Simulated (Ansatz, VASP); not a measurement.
## ZnAg6: VASP beside Ansatz

```
CELL_PARAMETERS angstrom
6.59988 0.00000 0.00000
0.00000 6.59988 0.00000
0.00000 0.00000 6.59988
ATOMIC_POSITIONS crystal
Zn 0.00000 0.00000 0.00000
Ag 0.20082 0.50000 0.50000
Ag 0.50000 0.20082 0.50000
Ag 0.79918 0.50000 0.50000
Ag 0.50000 0.79918 0.50000
Ag 0.50000 0.50000 0.20082
Ag 0.50000 0.50000 0.79918
```

Change from the starting cell: species swapped into the GdB6 type (Pm-3m, No. 221).

Alike in both runs: functional PBE; k mesh 6 × 6 × 6; occupations gaussian, width 0.1 eV; no spin polarisation.

Ansatz relaxed the structure, and its values are those at the end. VASP's run is a single point on that final structure, the one shown.

|  | VASP | Ansatz |
| --- | --- | --- |
| version | VASP 6.6.1 | Ansatz 0.2.0 |
| potentials or method | VASP PAW PBE potentials, release 64 (Zn, Ag), cutoff 520 eV | scalar-relativistic, plane waves, PAW |
| valence electrons in the cell | 78 | 126 |

```tsv
	VASP	Ansatz	Ansatz less VASP
gap on the k mesh at the Fermi level (eV)	none	none	-
pressure (GPa)	0.0	0.0	+0.04
```

A gap of «none» marks a metal or a gap that the smearing closes. VASP's potentials hold 78 valence electrons a cell and Ansatz's 126, so a difference there can come from the potentials and not from the codes.
